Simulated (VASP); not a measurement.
Wanted: the native input for a VASP 6.6.1 run.

```
Task                   : single point
Functional             : PBE
Potentials or basis    : VASP PAW PBE potentials, release 64 (B, N)
Cutoff                 : 520 eV
k mesh                 : 9 × 9 × 9
Occupations            : gaussian, width 0.01 eV
Spin                   : no spin polarisation
Dipole correction      : no
Further INCAR settings : ALGO = Normal; EDIFF = 1e-06; NBANDS = 11
```

The structure of BN (Qingsongite) lies in POSCAR:

```
BN
1.0
    0.0000000000      1.7451220627      1.7451220627
    1.7451220627      0.0000000000      1.7451220627
    1.7451220627      1.7451220627      0.0000000000
B N
1 1
Direct
    0.0000000000      0.0000000000      0.0000000000
    0.2500000000      0.2500000000      0.2500000000
```

These files were run (other wordings do the same):

INCAR

```
SYSTEM = BN
PREC     = Accurate       ! precision mode
ENCUT    = 520            ! plane-wave cutoff, eV
EDIFF    = 1E-6           ! SCF threshold, eV
ISMEAR   = 0              ! smearing method
SIGMA    = 0.01           ! smearing width, eV
LREAL    = .False.        ! projectors in reciprocal space
LASPH    = .True.         ! aspherical terms in the spheres
NELM     = 60             ! most SCF steps
ALGO     = Normal         ! electronic algorithm
ISIF     = 2              ! what is computed and relaxed
LWAVE    = .False.        ! write WAVECAR
LCHARG   = .False.        ! write CHGCAR
GGA      = PE             ! functional
NBANDS   = 11             ! bands
```

KPOINTS

```
Automatic mesh
0
Gamma
  9 9 9
  0 0 0
```

Potentials or basis: VASP PAW PBE potentials, release 64 (B, N).

The run is started by

```console
$ cat potpaw_PBE.64/B/POTCAR potpaw_PBE.64/N/POTCAR > POTCAR
$ mpirun -np 1 vasp_std > vasp.out
```

Results of the run:

| Property | Result |
| --- | --- |
| Pressure | 52.4 GPa |
| Band gap on the k mesh | 4.74 eV, indirect (least direct gap 9.32 eV) |

Wall time 7.6 s on 1 thread of Intel Xeon 8259CL, with other jobs on the host, peak memory 0.11 GiB.
